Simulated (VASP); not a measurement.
## AlFe: single point with PBE

AlFe:

```
Al Fe
1.0
     2.91000    0.00000    0.00000
     0.00000    2.91000    2.91000
     0.00000    0.00000    5.82000
Al Fe
2 2
Direct
  0.00000 0.00000 0.00000
  0.00000 0.00000 0.50000
  0.50000 0.50000 0.00000
  0.50000 0.50000 0.50000
```

| Item | Value |
| --- | --- |
| Program | VASP 6.6.1 |
| Task | single point |
| Functional | PBE |
| Potentials or basis | VASP PAW PBE potentials, release 64 (Al, Fe) |
| Cutoff | 520 eV |
| k mesh | 12 × 12 × 6 |
| Occupations | gaussian, width 0.05 eV |
| Spin | collinear spin, antiferromagnetic start |
| Starting moments | [0.0, 0.0, 2.5, -2.5] μB |

* Pressure: -4.8 GPa
* Band gap on the k mesh: zero (filled and empty bands overlap)
* Net moment: 0.00 μB per cell
* Site moments: Al +0.00; Fe +0.99, -0.99 μB
* Valence electrons inside the program's atomic spheres: Al 0.82; Fe 7.34

Stress tensor (GPa, compression positive):
```
-8.80  0.00  0.00
 0.00 -2.80  0.00
 0.00  0.00 -2.80
```

Levels at points of the mesh, in eV from the Fermi level:
Spin up:
| k point | band 9 | band 10 | band 11 | band 12 | band 13 | band 14 |
| --- | --- | --- | --- | --- | --- | --- |
| (0.00, 0.00, 0.00) | -1.04 | -0.01 | 0.22 | 0.22 | 0.71 | 3.17 |
| (0.50, 0.00, 0.00) | 0.13 | 0.34 | 0.78 | 1.24 | 2.87 | 2.90 |
| (0.00, 0.50, 0.00) | -1.21 | -0.61 | 0.26 | 0.26 | 0.84 | 1.32 |
| (0.50, 0.50, 0.00) | -1.07 | -0.78 | -0.78 | -0.34 | 0.40 | 0.79 |
| (0.00, 0.00, 0.50) | -0.94 | -0.70 | -0.05 | 0.11 | 2.07 | 2.57 |
| (0.50, 0.00, 0.50) | -0.56 | -0.42 | -0.34 | 0.40 | 0.67 | 1.43 |
Spin down:
| k point | band 8 | band 9 | band 10 | band 11 | band 12 | band 13 | band 14 | band 15 |
| --- | --- | --- | --- | --- | --- | --- | --- | --- |
| (0.00, 0.00, 0.00) | -1.04 | -1.04 | -0.01 | 0.22 | 0.22 | 0.71 | 3.17 | 4.04 |
| (0.50, 0.00, 0.00) | -0.98 | 0.13 | 0.34 | 0.78 | 1.24 | 2.87 | 2.90 | 2.90 |
| (0.00, 0.50, 0.00) | -1.21 | -1.21 | -0.61 | 0.26 | 0.26 | 0.84 | 1.32 | 8.54 |
| (0.50, 0.50, 0.00) | -2.12 | -1.07 | -0.78 | -0.78 | -0.34 | 0.40 | 0.79 | 3.18 |
| (0.00, 0.00, 0.50) | -1.05 | -0.94 | -0.70 | -0.05 | 0.11 | 2.07 | 2.57 | 3.75 |
| (0.50, 0.00, 0.50) | -1.11 | -0.56 | -0.42 | -0.34 | 0.40 | 0.67 | 1.43 | 6.16 |

Wall time 10 min on 1 thread of Oxide Virtual Turin-like Processor, with other jobs on the host, peak memory 0.32 GiB.

Caveat: the stress differs along the axes, from -9 to -3 GPa; the antiferromagnetic order is the one typed at the start, and another may lie lower.
